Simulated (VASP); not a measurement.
A run of VASP 6.6.1 is set up as follows.

File INCAR:

```
ALGO = Normal
DIPOL = 0.5 0.5 0.502
EDIFF = 1E-7
ENCUT = 520
GGA = PS
IDIPOL = 3
ISIF = 2
ISMEAR = 0
LASPH = True
LCHARG = False
LDIPOL = True
LREAL = False
LWAVE = False
NBANDS = 34
NELM = 80
PREC = Accurate
SIGMA = 0.1
```

File KPOINTS:

```
k-points
0
Gamma
  12 12 1
```

The input POSCAR:

```
Ag4F
1.0
    2.8669036820      0.0000000000      0.0000000000
   -1.4334518410      2.4828114189      0.0000000000
    0.0000000000      0.0000000000     26.0224511627
Ag F
4 1
Direct
    0.6666666667      0.3333333333      0.3266410203
    0.3333333333      0.6666666667      0.4165947699
    0.0000000000      0.0000000000      0.5060501424
    0.6666666667      0.3333333333      0.5938625142
    0.6666666667      0.3333333333      0.6692703877
```

Potentials or basis: VASP PAW PBE potentials, release 64 (Ag, F).

Command:

```sh
$ cat potpaw_PBE.64/Ag/POTCAR potpaw_PBE.64/F/POTCAR > POTCAR
$ mpirun -np 1 vasp_std > vasp.out
```

(1) Estimate the largest force.

Answers

(1) 0.098 eV/Å.

Caveat: the PAW data sets were made with another functional, which shifts forces and pressure a little; an odd number of electrons without spin polarisation forces a metal; a magnetic or distorted state may lie lower.
